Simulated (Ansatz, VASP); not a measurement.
**Ge in VASP and in Ansatz**

```
Ge
1.0
     0.00000    2.07989    2.07989
     2.07989    0.00000    2.07989
     2.07989    2.07989    0.00000
Ge
1
Direct
  0.00000 0.00000 0.00000
```

Alike in both runs: task single point; functional PBE; k mesh 14 × 14 × 14; occupations fermi-dirac, width 0.1 eV; no spin polarisation.

|  | VASP | Ansatz |
| --- | --- | --- |
| version | VASP 6.6.1 | Ansatz 0.2.0 |
| potentials or method | VASP PAW PBE potentials, release 64 (Ge_d), cutoff 520 eV | plane waves (420 eV) with PAW, scalar-relativistic |
| valence electrons in the cell | 14 | 14 |

```csv
,VASP,Ansatz,Ansatz less VASP
pressure (GPa),6.5,6.4,-0.05
```
